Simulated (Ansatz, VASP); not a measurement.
**ZnS7: VASP beside Ansatz**

```
Zn S
1.0
     4.50800    0.00000    0.03980
     0.00000    5.42118    0.00000
    -1.27898    0.00000   11.43507
Zn S
1 7
Direct
  0.00000 0.77420 0.00000
  0.88341 0.54448 0.26462
  0.19678 0.71148 0.38046
  0.70377 0.79791 0.13913
  0.11659 0.54448 0.73538
  0.80322 0.71148 0.61954
  0.29623 0.79791 0.86087
  0.00000 0.93007 0.50000
```

Alike in both runs: functional PBE; k mesh 6 × 6 × 4; occupations gaussian, width 0.02 eV; no spin polarisation.

Ansatz relaxed the structure, and its values are those at the end. VASP's run is a single point on that final structure, the one shown.

|  | VASP | Ansatz |
| --- | --- | --- |
| version | VASP 6.6.1 | Ansatz 0.2.0 |
| potentials or method | VASP PAW PBE potentials, release 64 (Zn, S), cutoff 520 eV | scalar-relativistic, plane waves, PAW |
| valence electrons in the cell | 54 | 54 |

|  | VASP | Ansatz | Ansatz less VASP |
| --- | --- | --- | --- |
| gap on the k mesh at the Fermi level (eV) | 1.86 | 1.82 | -0.039 |
| least direct gap on the mesh (eV) | 1.89 | 1.85 | -0.038 |
| pressure (GPa) | -0.3 | 0.0 | +0.25 |
| rms of the force components (eV/Å) | 0.060 | 0.002 | -0.0577 |
